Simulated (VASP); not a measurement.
GaN:

```
CELL_PARAMETERS angstrom
-0.04249 2.25145 2.25145
2.25145 -0.04249 2.25145
2.25145 2.25145 -0.04249
ATOMIC_POSITIONS crystal
Ga 0.99875 0.99875 0.99875
N 0.25125 0.25125 0.25125
```

This cell differs from its parent crystal: epitaxial 111 strain +2.0%.

Base run:

```yaml
Program: VASP 6.6.1
Functional: r2SCAN
Potentials_or_basis: VASP PAW PBE potentials, release 64 (Ga_d, N)
Cutoff: 520 eV
k_mesh: 10 × 10 × 10
Occupations: gaussian, width 0.01 eV
Spin: no spin polarisation
```

Its results: band gap on the k mesh 1.82 eV, direct; pressure -4.6 GPa; largest force 0.016 eV/Å.

Q: The run is repeated on the same cell with these changes: functional from r2SCAN to PBE; occupations from gaussian, width 0.01 eV to fermi-dirac, width 0.02 eV. What comes out?

A: Band gap on the k mesh 1.44 eV, direct; pressure 0.5 GPa; largest force 0.023 eV/Å.

Caveats: the PAW data sets were made with another functional, which shifts forces and pressure a little (some runs).

